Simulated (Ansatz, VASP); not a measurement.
**One calculation of ScF3, two programs**

Contents of INCAR:

```
  PREC = Accurate
  ENCUT = 520
  EDIFF = 1E-7
  ISMEAR = 0
  SIGMA = 0.05
  LREAL = F
  LASPH = T
  NELM = 100
  ALGO = Normal
  ISIF = 2
  LWAVE = F
  LCHARG = F
  GGA = CA
  NBANDS = 24
```

File KPOINTS:

```
regular mesh
0
Gamma
  6 6 6
```

The input POSCAR:

```
ScF3
1.0
    4.6320351682      0.0000000000      0.0000000000
    0.0000000000      4.6320351682      0.0000000000
    0.0000000000      0.0000000000      3.0108228593
Sc F
1 3
Direct
    0.0000000000      0.0000000000      0.0000000000
    0.5000000000      0.0000000000      0.0000000000
    0.0000000000      0.5000000000      0.0000000000
    0.0000000000      0.0000000000      0.5000000000
```

Input for Ansatz:

```yaml
crystal:
  lattice:
    - [4.6320351682, 0.0, 0.0]
    - [0.0, 4.6320351682, 0.0]
    - [0.0, 0.0, 3.0108228593]
  atoms:
    - { symbol: Sc, position: [0.0, 0.0, 0.0] }
    - { symbol: F, position: [0.5, 0.0, 0.0] }
    - { symbol: F, position: [0.0, 0.5, 0.0] }
    - { symbol: F, position: [0.0, 0.0, 0.5] }
basis:
  ecutwfc: 420
kpoints:
  mp_grid: { grid: [6, 6, 6] }
hamiltonian:
  xc: lda
scf:
  occupations: { method: gaussian, width: 0.05 }
output:
  forces: true
  stress: true
  eigenvalues: true
```

Alike in both runs: task single point; functional LDA; k mesh 6 × 6 × 6; occupations gaussian, width 0.05 eV; no spin polarisation.

|  | VASP | Ansatz |
| --- | --- | --- |
| version | VASP 6.6.1 | Ansatz 0.2.0 |
| potentials or method | VASP PAW LDA potentials, release 64 (Sc_sv, F), cutoff 520 eV | scalar-relativistic, plane waves, PAW |
| valence electrons in the cell | 32 | 32 |

|  | VASP | Ansatz | Ansatz less VASP |
| --- | --- | --- | --- |
| gap on the k mesh at the Fermi level (eV) | 4.42 | 4.42 | -0.001 |
| least direct gap on the mesh (eV) | 4.42 | 4.42 | -0.001 |

LDA's correlation is that of Perdew and Zunger in VASP and of Perdew and Wang (1992) in Ansatz.
